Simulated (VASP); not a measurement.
Input of a VASP 6.6.1 run:

The input INCAR:

```
  PREC = Accurate
  ENCUT = 600
  EDIFF = 1E-6
  ISMEAR = 0
  SIGMA = 0.1
  LREAL = False
  LASPH = True
  NELM = 60
  ALGO = Fast
  ISIF = 3
  LWAVE = False
  LCHARG = False
  GGA = PE
  IBRION = 2
  NSW = 100
  EDIFFG = -0.01
```

KPOINTS

```
Automatic mesh
0
Gamma
  10 10 10
```

Contents of POSCAR:

```
SrTa3
1.0
    4.4326140149      0.0000000000      0.0000000000
    0.0000000000      4.4326140149      0.0000000000
    0.0000000000      0.0000000000      4.4326140149
Sr Ta
1 3
Direct
    0.0000000000      0.0000000000      0.0000000000
    0.0000000000      0.5000000000      0.5000000000
    0.5000000000      0.0000000000      0.5000000000
    0.5000000000      0.5000000000      0.0000000000
```

Potentials or basis: VASP PAW PBE potentials, release 64 (Sr_sv, Ta_pv).

Command:

```console
$ cat potpaw_PBE.64/Sr_sv/POTCAR potpaw_PBE.64/Ta_pv/POTCAR > POTCAR
$ mpirun -np 1 vasp_std > vasp.out
```

(1) Estimate the band gap on the k mesh.

## Answers

(1) zero (an odd number of electrons rules out a gap without spin polarisation).

Caveat: the relaxation stopped at its first step, so nothing moved; spin-orbit coupling is left out, which moves the levels of the heavy elements.
